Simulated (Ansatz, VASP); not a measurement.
# BaS in VASP and in Ansatz

```xyz
2
Lattice="0.0000 3.0529 3.0529 3.0529 0.0000 3.0529 3.0529 3.0529 0.0000" Properties=species:S:1:pos:R:3 pbc="T T T"
Ba    0.0000    0.0000    0.0000
S     3.0529    3.0529    3.0529
```

Change from the starting cell: hydrostatic strain -5.0%.

Alike in both runs: task single point; functional PBE; k mesh 8 × 8 × 8; occupations fermi-dirac, width 0.02 eV; no spin polarisation.

```csv
,VASP,Ansatz
version,VASP 6.6.1,Ansatz 0.2.0
potentials or method,"VASP PAW PBE potentials, release 64 (Ba_sv, S)","plane waves, PAW"
plane-wave cutoff (eV),520,420
valence electrons in the cell,16,16
```

Ansatz gave:

| Item | Value |
| --- | --- |
| gap on the k mesh at the Fermi level (eV) | 1.94 |
| pressure (GPa) | 9.1 |

Task: Estimate VASP's values.

Result: gap on the k mesh at the Fermi level (eV): 1.82; pressure (GPa): 10.1.

Neither program's run includes spin-orbit coupling.
